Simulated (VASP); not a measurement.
Runs of VASP 6.6.1 on In3Se. The structure is that of space group Pm-3m (No. 221), or close to it. The cells are those of the table. 

```tsv
task	level	cell	k mesh	cutoff (eV)	gap on the mesh (eV)	pressure (GPa)
single point	PBEsol	a = 4.299 Å, 4 atoms	6 × 6 × 6	520	none	(a)
single point	BLYP	a = 4.804 Å, 4 atoms	3 × 3 × 3	520	none	3.9
single point	revPBE	a = 4.804 Å, 4 atoms	3 × 3 × 3	520	none	1.2
relaxation of cell and atoms	PBEsol	relaxed to 10 GPa from a = 4.804 Å, 4 atoms	6 × 6 × 6	600	none	10.0
```

Alike in all rows: potentials or basis VASP PAW PBE potentials, release 64 (In_d, Se); no spin polarisation; smearing fermi-dirac 0.05 eV.

Problem. Estimate the missing entries.

Solution. (a) 20.1.

Caveats: some runs use coarse meshes; the PAW data sets were made with another functional, which shifts forces and pressure a little; spin-orbit coupling is left out, which moves the levels of the heavy elements; the cell stands under pressure (at least some runs); the cell is relaxed towards a set pressure, so the run minimises the enthalpy, not the energy (at least some runs).

A k mesh can miss the band edges, and the runs leave out spin-orbit coupling on In, Se.

A gap of «none» marks levels without a gap at the run's occupations.
